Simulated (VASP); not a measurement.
Here is a VASP 6.6.1 calculation.

The input INCAR:

```
PREC = Accurate ; ENCUT = 500
EDIFF = 1E-6 ; ISMEAR = 0
SIGMA = 0.1 ; LREAL = F
LASPH = T ; NELM = 200
ALGO = Normal ; ISIF = 2
LWAVE = F ; LCHARG = F
ISPIN = 2 ; MAGMOM = 0.13
LORBIT = 11 ; LMAXMIX = 4
GGA = PE ; NBANDS = 16
GGA_COMPAT = F
```

KPOINTS

```
Automatic mesh
0
Gamma
  6 6 6
```

File POSCAR:

```
Ti
1.0
    0.0000000000      2.0300000000      2.0300000000
    2.0300000000      0.0000000000      2.0300000000
    2.0300000000      2.0300000000      0.0000000000
Ti
1
Direct
    0.0000000000      0.0000000000      0.0000000000
```

Potentials or basis: VASP PAW PBE potentials, release 64 (Ti_sv).

Run with:

```console
$ cat potpaw_PBE.64/Ti_sv/POTCAR > POTCAR
$ mpirun -np 1 vasp_std > vasp.out
```

(1) What does it give for the net moment?

(2) Predict the site moments.

(3) What does it give for the pressure?

Results:

(1) 0.18 μB per cell.

(2) Ti +0.12 μB.

(3) 4.7 GPa.

Caveat: the k points lie up to 0.45 Å⁻¹ apart.
